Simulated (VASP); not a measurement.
Here is a VASP 6.6.1 calculation.

File INCAR:

```
SYSTEM = Cs3Pr
  PREC = Accurate
  ENCUT = 500
  EDIFF = 1E-6
  ISMEAR = 0
  SIGMA = 0.2
  LREAL = .FALSE.
  LASPH = .TRUE.
  NELM = 200
  ALGO = Normal
  ISIF = 2
  LWAVE = .FALSE.
  LCHARG = .TRUE.
  GGA = PE
  LELF = .TRUE.
  LVHAR = .TRUE.
  NBANDS = 27
  GGA_COMPAT = .FALSE.
  LMAXMIX = 6
```

KPOINTS

```
Automatic mesh
0
G
  3 3 4
  0 0 0
```

The input POSCAR:

```
Cs3Pr
1.0
    8.4278609200      0.0000000000      0.0000000000
    0.0000000000      8.4278609200      0.0000000000
    0.0000000000      0.0000000000      4.0319777887
Cs Pr
3 1
Direct
    0.5000000000      0.0000000000      0.5000000000
    0.0000000000      0.5000000000      0.5000000000
    0.0000000000      0.0000000000      0.0000000000
    0.5000000000      0.5000000000      0.5000000000
```

Potentials or basis: VASP PAW PBE potentials, release 64 (Cs_sv, Pr_3), 4f in core.

Launch:

```console
$ cat potpaw_PBE.64/Cs_sv/POTCAR potpaw_PBE.64/Pr_3/POTCAR > POTCAR
$ mpirun -np 1 vasp_std > vasp.out
```

(1) What does it give for the band gap on the k mesh?

(2) Estimate the pressure.

Answers

(1) zero (bands 19 and 20 overlap by 0.40 eV).

(2) 0.1 GPa.

Caveat: the k points lie up to 0.39 Å⁻¹ apart; spin-orbit coupling is left out, which moves the levels of the heavy elements; the 4f electrons are frozen in the core, so they carry no moment and show no levels.
